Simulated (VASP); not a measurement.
Set up this calculation in VASP 6.6.1, as the native input.

```
Task                   : single point
Functional             : PBEsol
Potentials or basis    : VASP PAW PBE potentials, release 64 (Ta_pv, N)
Cutoff                 : 520 eV
k mesh                 : 18 × 18 × 18
Occupations            : gaussian, width 0.1 eV
Spin                   : no spin polarisation
Dipole correction      : no
Further INCAR settings : ALGO = Normal; EDIFF = 1e-07; NBANDS = 15
```

The structure of TaN lies in POSCAR:

```
TaN
1.0
    0.0000000000      2.0653734446      2.0653734446
    2.0653734446      0.0000000000      2.0653734446
    2.0653734446      2.0653734446      0.0000000000
Ta N
1 1
Direct
    0.5000000000      0.5000000000      0.5000000000
    0.0000000000      0.0000000000      0.0000000000
```

One way to write it, as run:

INCAR

```
ALGO = Normal ; EDIFF = 1E-7
ENCUT = 520 ; GGA = PS
ISIF = 2 ; ISMEAR = 0
LASPH = T ; LCHARG = F
LREAL = F ; LWAVE = F
NBANDS = 15 ; NELM = 100
PREC = Accurate ; SIGMA = 0.1
```

KPOINTS

```
k-points
0
Gamma
  18 18 18
```

Potentials or basis: VASP PAW PBE potentials, release 64 (Ta_pv, N).

Launch:

```sh
$ cat potpaw_PBE.64/Ta_pv/POTCAR potpaw_PBE.64/N/POTCAR > POTCAR
$ mpirun -np 1 vasp_std > vasp.out
```

Results of the run:

```json
{
 "Pressure": "92.6 GPa",
 "Band gap on the k mesh": "zero (band 8 reaches 14.17 eV, above the bottom of band 9 at 8.90 eV)"
}
```

Caveat: the PAW data sets were made with another functional, which shifts forces and pressure a little; spin-orbit coupling is left out, which moves the levels of the heavy elements.

Wall time 17 s on 1 thread of Intel(R) Xeon(R) 6975P-C (Granite Rapids) (shared host), peak memory 0.18 GiB.
